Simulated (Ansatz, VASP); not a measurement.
# Hf: VASP beside Ansatz

The input INCAR:

```
PREC     = Accurate       # precision mode
ENCUT    = 600            # plane-wave cutoff, eV
EDIFF    = 1E-7           # SCF threshold, eV
ISMEAR   = -1             # smearing method
SIGMA    = 0.1            # smearing width, eV
LREAL    = False          # projectors in reciprocal space
LASPH    = True           # aspherical terms in the spheres
NELM     = 100            # most SCF steps
ALGO     = Normal         # electronic algorithm
ISIF     = 3              # what is computed and relaxed
LWAVE    = False          # write WAVECAR
LCHARG   = False          # write CHGCAR
GGA      = PE             # functional
IBRION   = 2              # ionic algorithm
NSW      = 80             # ionic steps
EDIFFG   = -0.01          # ionic threshold
```

File KPOINTS:

```
regular mesh
0
Gamma
  9 9 9
```

The input POSCAR:

```
Hf
1.0
    0.0000000000      3.1145822620      3.1145822620
    3.1145822620      0.0000000000      3.1145822620
    3.1145822620      3.1145822620      0.0000000000
Hf
2
Direct
    0.1250000000      0.1250000000      0.1250000000
    0.8750000000      0.8750000000      0.8750000000
```

Input for Ansatz:

```yaml
crystal:
  lattice:
    - [0.0, 3.114582262, 3.114582262]
    - [3.114582262, 0.0, 3.114582262]
    - [3.114582262, 3.114582262, 0.0]
  atoms:
    - { symbol: Hf, position: [0.125, 0.125, 0.125] }
    - { symbol: Hf, position: [0.875, 0.875, 0.875] }
hamiltonian:
  xc: pbe
  pseudopotentials:
    kind: paw
    azcp:
      Hf: "pseudopotentials/Hf.paw.azcp"
basis:
  ecutwfc: 420
  fft_grid_basis: typed
kpoints:
  mp_grid: { grid: [9, 9, 9], shift: [0, 0, 0] }
magnetization:
  spin_polarized: false
scf:
  occupations: { method: fermi_dirac, width: 0.1 }
relax:
  max_steps: 60
  f_tol: 0.01
  cell: {}
```

Alike in both runs: task relaxation of cell and atoms; functional PBE; k mesh 9 × 9 × 9; occupations fermi-dirac, width 0.1 eV; no spin polarisation.

|  | VASP | Ansatz |
| --- | --- | --- |
| version | VASP 6.6.1 | Ansatz 0.2.0 |
| potentials or method | VASP PAW PBE potentials, release 64 (Hf_pv), cutoff 600 eV | plane waves (420 eV) with PAW, scalar-relativistic |
| valence electrons in the cell | 20 | 52 |

```csv
,VASP,Ansatz,Ansatz less VASP
relaxed volume (Å³/atom),34.89,35.14,+0.252
relaxed cell length with the largest relative difference (Å),4.621,4.632,+0.0111
```

VASP's potentials hold 20 valence electrons a cell and Ansatz's 52, so a difference there can come from the potentials and not from the codes.

Neither program's run includes spin-orbit coupling. Noted on VASP's run: the volume moved by over 15 % at a fixed basis, so the end points are rough.
